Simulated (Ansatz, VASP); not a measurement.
**One calculation of CoO, two programs**

```
Co O
1.0
    -1.48716    1.48716    2.10289
     1.48716   -1.48716    2.10289
     1.48716    1.48716   -2.10289
Co O
1 1
Direct
  0.00000 0.00000 0.00000
  0.50000 0.50000 0.00000
```

Alike in both runs: functional PBE; k mesh 4 × 4 × 4; occupations gaussian, width 0.1 eV; collinear spin.

Ansatz relaxed the structure, and its values are those at the end. VASP's run is a single point on that final structure, the one shown.

|  | VASP | Ansatz |
| --- | --- | --- |
| version | VASP 6.6.1 | Ansatz 0.2.0 |
| potentials or method | VASP PAW PBE potentials, release 64 (Co, O), cutoff 520 eV | scalar-relativistic, plane waves, PAW |
| valence electrons in the cell | 15 | 23 |

```tsv
	VASP	Ansatz	Ansatz less VASP
gap on the k mesh at the Fermi level (eV)	none	none	-
pressure (GPa)	-0.3	0.0	+0.25
net moment per atom (μB)	1.19	1.19	0.000
size of the moment on the site where the two differ most (μB)	2.19	2.10	-0.087
```

Site moments also hang on the region over which each program counts them. A gap of «none» marks a metal or a gap that the smearing closes. With one functional, cell and mesh, what is left measures potentials, basis and numerics. VASP's potentials hold 15 valence electrons a cell and Ansatz's 23, so a difference there can come from the potentials and not from the codes.

The k mesh is coarse, so the values compare programs but aren't converged.
